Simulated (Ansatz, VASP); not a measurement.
ZnS: VASP beside Ansatz

```
Zn S
1.0
     3.80545    0.00000    0.00000
    -1.90273    3.29562    0.00000
     0.00000    0.00000    6.08789
Zn S
2 2
Direct
  0.33333 0.66667 0.99793
  0.66667 0.33333 0.49793
  0.33333 0.66667 0.37707
  0.66667 0.33333 0.87707
```

Change from the starting cell: uniaxial_z strain -2.5%.

Alike in both runs: task single point; functional r2SCAN; k mesh 12 × 12 × 4; no spin polarisation.

|  | VASP | Ansatz |
| --- | --- | --- |
| version | VASP 6.6.1 | Ansatz 0.2.0 |
| potentials or method | VASP PAW PBE potentials, release 64 (Zn, S) | plane waves, PAW |
| plane-wave cutoff (eV) | 520 | 500 |
| occupations | gaussian, width 0.01 eV | fixed |
| valence electrons in the cell | 36 | 36 |

VASP gave:

| Item | Value |
| --- | --- |
| gap on the k mesh at the Fermi level (eV) | 2.94 |
| pressure (GPa) | 2.3 |
| traceless stress, the component that is largest in VASP (GPa) | 1.80 |

**Question.** Estimate Ansatz's values.

**Answer.** gap on the k mesh at the Fermi level (eV): 2.93; pressure (GPa): 2.2; traceless stress, the component that is largest in VASP (GPa): 1.81.

VASP's potentials were made for PBE, not for r2SCAN.
